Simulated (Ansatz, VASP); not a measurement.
# WSe2: VASP beside Ansatz

Contents of INCAR:

```
SYSTEM = WSe2
ALGO = Normal ; EDIFF = 1E-7
ENCUT = 520 ; GGA = PS
ISIF = 2 ; ISMEAR = 0
LASPH = .TRUE. ; LCHARG = .TRUE.
LELF = .TRUE. ; LREAL = .FALSE.
LVHAR = .TRUE. ; LWAVE = .FALSE.
NBANDS = 35 ; NELM = 60
PREC = Accurate ; SIGMA = 0.05
```

KPOINTS

```
k-points
0
G
  12 12 2
  0 0 0
```

File POSCAR:

```
WSe2
1.0
    2.9026699849      0.0000000000      0.0000000000
   -1.4513349924      3.1510837911      0.0000000000
    0.0000000000      0.0000000000     23.9834862109
W Se
2 4
Direct
    0.6666666667      0.3333333333      0.1376486583
    0.3333333333      0.6666666667      0.8623513417
    0.3333333333      0.6666666667      0.2073654518
    0.6666666667      0.3333333333      0.9321646899
    0.3333333333      0.6666666667      0.0678353101
    0.6666666667      0.3333333333      0.7926345482
```

Input for Ansatz:

```yaml
crystal:
  lattice:
    - [2.9026699849, 0.0, 0.0]
    - [-1.4513349924, 3.1510837911, 0.0]
    - [0.0, 0.0, 23.9834862109]
  atoms:
    - { symbol: W, position: [0.6666666667, 0.3333333333, 0.1376486583] }
    - { symbol: W, position: [0.3333333333, 0.6666666667, 0.8623513417] }
    - { symbol: Se, position: [0.3333333333, 0.6666666667, 0.2073654518] }
    - { symbol: Se, position: [0.6666666667, 0.3333333333, 0.9321646899] }
    - { symbol: Se, position: [0.3333333333, 0.6666666667, 0.0678353101] }
    - { symbol: Se, position: [0.6666666667, 0.3333333333, 0.7926345482] }
basis:
  ecutwfc: 420
kpoints:
  mp_grid: { grid: [12, 12, 2] }
hamiltonian:
  xc: pbesol
scf:
  occupations: { method: gaussian, width: 0.05 }
output:
  forces: true
  stress: true
  eigenvalues: true
```

Change from the starting cell: strain -0.1125 x Voigt [1, -1, 0, 0, 0, 0], atoms carried along.

Alike in both runs: task single point; functional PBEsol; k mesh 12 × 12 × 2; occupations gaussian, width 0.05 eV; no spin polarisation.

```csv
,VASP,Ansatz
version,VASP 6.6.1,Ansatz 0.2.0
potentials or method,"VASP PAW PBE potentials, release 64 (W_sv, Se), cutoff 520 eV","scalar-relativistic, plane waves, PAW"
valence electrons in the cell,52,92
```

```tsv
	VASP	Ansatz	Ansatz less VASP
gap on the k mesh at the Fermi level (eV)	0.39	0.39	+0.002
least direct gap on the mesh (eV)	1.21	1.21	+0.004
rms of the force components (eV/Å)	0.490	0.472	-0.0189
```

VASP's potentials were made for PBE, not for PBEsol. Atom by atom the forces differ by 0.034 eV/Å (rms over components). VASP's potentials hold 52 valence electrons a cell and Ansatz's 92, so a difference there can come from the potentials and not from the codes.

Spin-orbit coupling is off throughout.
